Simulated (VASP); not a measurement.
# MoS2 (P-6m2) in VASP: further runs

The runs below take MoS2 through single point, relaxation of cell and atoms, with PBE+D3(BJ).

All numbers are computed with VASP 6.6.1; they aren't measurements. Logs are shortened: lines on timing, memory, paths and dates and some standing lists are left out, and cuts for length are marked.

### Step 1. The cell of the first run

The structure is hexagonal, space group P-6m2 (No. 187). Conventional cell: a = 3.149 Å, b = 3.149 Å, c = 6.695 Å, α = 90.00°, β = 90.00°, γ = 120.00°. Mo (site symmetry -6m2) has 6 S at 2.40 Å and 6 Mo at 3.15 Å within 3.2 Å. S (site symmetry 3m) has 3 Mo at 2.40 Å and 7 S at 3.13 to 3.15 Å within 3.2 Å.

### Step 2. Single point, PBE+D3(BJ)

Contents of INCAR:

```
SYSTEM = MoS2
PREC = Accurate
ENCUT = 500
EDIFF = 1E-6
ISMEAR = 0
SIGMA = 0.02
LREAL = .False.
LASPH = .True.
NELM = 120
ALGO = Normal
ISIF = 2
LWAVE = .False.
LCHARG = .False.
GGA = PE
IVDW = 12
NBANDS = 20
GGA_COMPAT = .False.
```

Contents of KPOINTS:

```
Automatic mesh
0
Gamma
  12 12 2
  0 0 0
```

Contents of POSCAR:

```
MoS2
1.0
    3.1488771150      0.0000000000      0.0000000000
   -1.5744385575      2.7270075750      0.0000000000
    0.0000000000      0.0000000000      6.6951730798
Mo S
1 2
Direct
    0.0000000000      0.0000000000      0.0000000000
    0.3333333333      0.6666666667      0.2341146581
    0.3333333333      0.6666666667      0.7658853419
```

Potentials or basis: VASP PAW PBE potentials, release 64 (Mo_sv, S).

Started as:

```
$ cat potpaw_PBE.64/Mo_sv/POTCAR potpaw_PBE.64/S/POTCAR > POTCAR
$ mpirun -np 1 vasp_std > vasp.out
```

OUTCAR:

```text
SYSTEM = MoS2
   PREC = Accurate
   ENCUT = 500
   EDIFF = 1E-6
   ISMEAR = 0
   LREAL = .False.
   LASPH = .True.
   NELM = 120
   ISIF = 2
   GGA = PE
   IVDW = 12
 IVDW          = 12

 ion  position               nearest neighbor table
   1  0.000  0.000  0.000-   2 2.40   3 2.40   2 2.40   3 2.40   2 2.40   3 2.40
   2  0.333  0.667  0.234-   1 2.40   1 2.40   1 2.40
   3  0.333  0.667  0.766-   1 2.40   1 2.40   1 2.40

  LATTYP: Found a hexagonal cell.
 ALAT       =     3.1488771150
 C/A-ratio  =     2.1262097044

  Lattice vectors:

 A1 = (   3.1488771150,   0.0000000000,   0.0000000000)
 A2 = (  -1.5744385575,   2.7270075750,   0.0000000000)
 A3 = (   0.0000000000,   0.0000000000,   6.6951730798)

Analysis of symmetry for initial positions (statically):
=====================================================================
 Subroutine PRICEL returns:
 Original cell was already a primitive cell.

 Routine SETGRP: Setting up the symmetry group for a
 hexagonal supercell.

 Subroutine GETGRP returns: Found 12 space group operations
 (whereof 12 operations were pure point group operations)
 out of a pool of 24 trial point group operations.

The static configuration has the point symmetry D_3h.

Analysis of symmetry for dynamics (positions and initial velocities):
=====================================================================
 Subroutine PRICEL returns:
 Original cell was already a primitive cell.

 Routine SETGRP: Setting up the symmetry group for a
 hexagonal supercell.

 Subroutine GETGRP returns: Found 12 space group operations
 (whereof 12 operations were pure point group operations)
 out of a pool of 24 trial point group operations.

The dynamic configuration has the point symmetry D_3h.

 Subroutine INISYM returns: Found 12 space group operations
 (whereof 12 operations are pure point group operations),
 and found     1 'primitive' translations

----------------------------------------------------------------------------------------

                                     Primitive cell

  volume of cell :      57.4915

  direct lattice vectors                    reciprocal lattice vectors
     3.148877115  0.000000000  0.000000000     0.317573523  0.183351159  0.000000000
    -1.574438557  2.727007575  0.000000000     0.000000000  0.366702318  0.000000000
     0.000000000  0.000000000  6.695173080     0.000000000  0.000000000  0.149361337

  length of vectors
     3.148877115  3.148877115  6.695173080     0.366702318  0.366702318  0.149361337

  position of ions in fractional coordinates (direct lattice)
     0.000000000  0.000000000  0.000000000
     0.333333333  0.666666667  0.234114658
     0.333333333  0.666666667  0.765885342

  ion indices of the primitive-cell ions
   primitive index   ion index
                 1           1
                 2           2
                 3           3

----------------------------------------------------------------------------------------

 KPOINTS: Automatic mesh

Automatic generation of k-mesh.
 Grid dimensions read from file:
 generate k-points for:   12   12    2

 Generating k-lattice:

  Cartesian coordinates                     Fractional coordinates (reciprocal lattice)
     0.026464460  0.015279263  0.000000000     0.083333333  0.000000000  0.000000000
     0.000000000  0.030558527  0.000000000     0.000000000  0.083333333  0.000000000
     0.000000000  0.000000000  0.074680668     0.000000000  0.000000000  0.500000000

  Length of vectors
     0.030558527  0.030558527  0.074680668

  Shift w.r.t. Gamma in fractional coordinates (k-lattice)
     0.000000000  0.000000000  0.000000000

 Subroutine IBZKPT returns following result:
 ===========================================

 Found     38 irreducible k-points:

 Following reciprocal coordinates:
            Coordinates               Weight
  0.000000  0.000000  0.000000      1.000000
  0.083333  0.000000  0.000000      6.000000
  0.166667  0.000000  0.000000      6.000000
  0.250000 -0.000000  0.000000      6.000000
  0.333333  0.000000  0.000000      6.000000
  0.416667  0.000000  0.000000      6.000000
[... 16 lines left out ...]
  0.250000 -0.000000  0.500000      6.000000
  0.333333  0.000000  0.500000      6.000000
 [... further k-points ...]
   k-points           NKPTS =     38   k-points in BZ     NKDIM =     38   number of bands    NBANDS=     20
   number of dos      NEDOS =    301   number of ions     NIONS =      3
   total plane-waves  NPLWV =  28800
   dimension x,y,z NGX =    24 NGY =   24 NGZ =   50
   dimension x,y,z NGXF=    48 NGYF=   48 NGZF=  100
   ions per type =               1   2
   NGX,Y,Z   is equivalent  to a cutoff of  12.67, 12.67, 12.42 a.u.
   NGXF,Y,Z  is equivalent  to a cutoff of  25.34, 25.34, 24.83 a.u.
 SYSTEM =  MoS2
   PREC   = accura    normal or accurate (medium, high low for compatibility)
   ISTART =      0    job   : 0-new  1-cont  2-samecut
   ICHARG =      2    charge: 1-file 2-atom 10-const
   ISPIN  =      1    spin polarized calculation?
   LNONCOLLINEAR =      F non collinear calculations
   LSORBIT =      F    spin-orbit coupling
   LASPH  =      T    aspherical Exc in radial PAW
   ENCUT  =  500.0 eV  36.75 Ry    6.06 a.u.   5.74  5.74 12.21*2*pi/ulx,y,z
   NELM   =    120;   NELMIN=  2; NELMDL= -5     # of ELM steps
   EDIFF  = 0.1E-05   stopping-criterion for ELM
   LREAL  =      F    real-space projection
   EDIFFG = 0.1E-04   stopping-criterion for IOM
   NSW    =      0    number of steps for IOM
   IBRION =     -1    ionic relax: 0-MD 1-quasi-New 2-CG
   NFREE  =      0    steps in history (QN), initial steepest desc. (CG)
   ISIF   =      2    stress and relaxation
   ISYM   =      2    0-nonsym 1-usesym 2-fastsym
   POTIM  = 0.5000    time-step for ionic-motion
   TEBEG  =    0.0;   TEEND  =   0.0 temperature during run
   PSTRESS=    0.0 pullay stress
   NELECT =      26.0000    total number of electrons
   NUPDOWN=      -1.0000    fix difference up-down
   EMIN   =  10.00;   EMAX   =-10.00  energy-range for DOS
   EFERMI =   0.00;   METHOD = LEGACY
   ISMEAR =     0;   SIGMA  =   0.02  broadening in eV -4-tet -1-fermi 0-gaus
   EFERMI_NEDOS =   21; number of points for ismear=-14 and -15
   IALGO  =     38    algorithm
   IMIX   =      4    mixing-type and parameters
     AMIX     =   0.40;   BMIX     =  1.00
     AMIX_MAG =   1.60;   BMIX_MAG =  1.00
  volume/ion in A,a.u.               =      19.16       129.32
  Fermi-wavevector in a.u.,A,eV,Ry     =   1.256603  2.374635 21.484285  1.579050
  Thomas-Fermi vector in A             =   2.390303
   LORBIT       =      0    0 simple, 1 ext, 2 COOP (PROOUT), +10 PAW based schemes
   GGA     = PE    functional components
   LHFCALC =     F    Hartree Fock is set to
   AEXX    =    0.0000 exact exchange contribution
   IVDW    =    12    specifies the selected vdW correction
   LEPSILON=     F    determine dielectric tensor
   LRPA    =     F    only Hartree local field effects (RPA)
 non-spin polarized calculation
 Gauss-broadening in eV      SIGMA  =   0.02
  energy-cutoff  :      500.00
  volume of cell :       57.49
 maximum number of plane-waves:      1482
 NGX is ok and might be reduce to    24
   NGX = 11   NGY = 11   NGZ = 25

 number of electron      26.0000002 magnetization

 Free energy of the ion-electron system (eV)
  ---------------------------------------------------
  ext. energy  EPLUGINS =         0.00000000
  ---------------------------------------------------
  free energy    TOTEN  =       -21.79813617 eV

  energy without entropy =      -21.79813617  energy(sigma->0) =      -21.79813617

 E-fermi :   6.5370     XC(G=0): -10.2520

 val. band max:        6.3683820697   @ k =   0.0000   0.0000   0.5000
 cond. band min:       7.6253883521   @ k =   0.1667   0.1667   0.0000
 fundamental gap:      1.2570062824
 Fermi energy:         6.5370424403

 k-point     1 :       0.0000    0.0000    0.0000
  band No.  band energies     occupation
      1     -54.8520      2.00000
      2     -29.0170      2.00000
      3     -28.7714      2.00000
      4     -28.7714      2.00000
      5      -8.2657      2.00000
      6      -6.8236      2.00000
[... 12 lines left out ...]
     19      14.0125      0.00000
     20      15.3603      0.00000

 k-point     2 :       0.0833    0.0000    0.0000
  band No.  band energies     occupation
      1     -54.8491      2.00000
      2     -29.0114      2.00000
      3     -28.7999      2.00000
      4     -28.7778      2.00000
      5      -8.1587      2.00000
      6      -6.7806      2.00000
[... 12 lines left out ...]
     19      14.1581      0.00000
     20      15.8399      0.00000

 k-point     3 :       0.1667    0.0000    0.0000
  band No.  band energies     occupation
      1     -54.8412      2.00000
      2     -28.9961      2.00000
      3     -28.8770      2.00000
      4     -28.7954      2.00000
      5      -7.8538      2.00000
      6      -6.6584      2.00000
[... 12 lines left out ...]
     19      14.7063      0.00000
     20      15.9048      0.00000

 k-point     4 :       0.2500   -0.0000    0.0000
  band No.  band energies     occupation
      1     -54.8304      2.00000
      2     -28.9810      2.00000
      3     -28.9751      2.00000
      4     -28.8194      2.00000
      5      -7.4004      2.00000
      6      -6.4786      2.00000
[... 12 lines left out ...]
     19      14.8902      0.00000
     20      15.4670      0.00000

 k-point     5 :       0.3333    0.0000    0.0000
  band No.  band energies     occupation
      1     -54.8196      2.00000
      2     -29.0833      2.00000
      3     -28.9541      2.00000
      4     -28.8432      2.00000
      5      -6.8879      2.00000
      6      -6.2803      2.00000
[... 12 lines left out ...]
     19      13.7844      0.00000
     20      14.6692      0.00000
[... 353 lines left out ...]
      6      -6.9538      2.00000
[... 12 lines left out ...]
     19      14.7947      0.00000
     20      15.4798      0.00000

 k-point    22 :       0.1667    0.0000    0.5000
  band No.  band energies     occupation
      1     -54.8412      2.00000
      2     -28.9961      2.00000
      3     -28.8770      2.00000
      4     -28.7954      2.00000
      5      -7.7503      2.00000
      6      -6.8198      2.00000
[... 12 lines left out ...]
     19      14.7917      0.00000
     20      16.0829      0.00000

 k-point    23 :       0.2500   -0.0000    0.5000
  band No.  band energies     occupation
      1     -54.8305      2.00000
      2     -28.9810      2.00000
      3     -28.9751      2.00000
      4     -28.8194      2.00000
      5      -7.2981      2.00000
      6      -6.6225      2.00000
[... 12 lines left out ...]
     19      14.7274      0.00000
     20      15.8722      0.00000

 k-point    24 :       0.3333    0.0000    0.5000
  band No.  band energies     occupation
      1     -54.8196      2.00000
      2     -29.0833      2.00000
      3     -28.9541      2.00000
      4     -28.8432      2.00000
      5      -6.7890      2.00000
      6      -6.4046      2.00000
[... 12 lines left out ...]
     19      14.3240      0.00000
     20      15.5198      0.00000

 [... further k-points ...]

------------------------ aborting loop because EDIFF is reached ----------------------------------------

 Edisp (eV)   -1.18561

 E8    (eV) :    -0.4791

  FORCE on cell =-STRESS in cart. coord.  units (eV):
  Direction    XX          YY          ZZ          XY          YZ          ZX
  --------------------------------------------------------------------------------------
  -------------------------------------------------------------------------------------
  Total      -0.04204    -0.04204    -0.07123     0.00000     0.00000    -0.00000
  in kB      -1.17163    -1.17163    -1.98496     0.00000     0.00000    -0.00000
  external pressure =       -1.44 kB  Pullay stress =        0.00 kB

 VOLUME and BASIS-vectors are now :
 -----------------------------------------------------------------------------
  energy-cutoff  :      500.00
  volume of cell :       57.49
      direct lattice vectors                 reciprocal lattice vectors
     3.148877115  0.000000000  0.000000000     0.317573523  0.183351159  0.000000000
    -1.574438557  2.727007575  0.000000000     0.000000000  0.366702318  0.000000000
     0.000000000  0.000000000  6.695173080     0.000000000  0.000000000  0.149361337

 POSITION                                       TOTAL-FORCE (eV/Angst)
 -----------------------------------------------------------------------------------
      0.00000      0.00000      0.00000         0.000000      0.000000      0.000000
     -0.00000      1.81801      1.56744        -0.000000      0.000000     -0.010567
     -0.00000      1.81801      5.12773        -0.000000      0.000000      0.010567
 -----------------------------------------------------------------------------------
    total drift:                                0.000000     -0.000000     -0.000000

  FREE ENERGIE OF THE ION-ELECTRON SYSTEM (eV)
  ---------------------------------------------------
  free  energy   TOTEN  =       -22.9837508452 eV

  energy  without entropy=      -22.9837508452  energy(sigma->0) =      -22.98375085
```

It took 46 s on 1 thread of Intel Xeon 8259CL, shared host; peak memory 0.2 GiB.

What came out:

| Property | Result |
| --- | --- |
| Free energy | -22.9838 eV |
| Pressure | -0.1 GPa |
| Largest force | 0.011 eV/Å |
| Band gap on the k mesh | 1.26 eV (least direct gap 1.77 eV) |
| Dispersion energy per atom | -0.395 eV |

Forces on the atoms (eV/Å):
```
Mo   0.000  0.000  0.000
S    0.000  0.000 -0.011
S    0.000  0.000  0.011
```

Stress tensor (GPa, compression positive):
```
-0.12  0.00  0.00
 0.00 -0.12  0.00
 0.00  0.00 -0.20
```

Caveat: the k points lie up to 0.47 Å⁻¹ apart. A k mesh can miss the band edges.

[end of part 1 of 2]
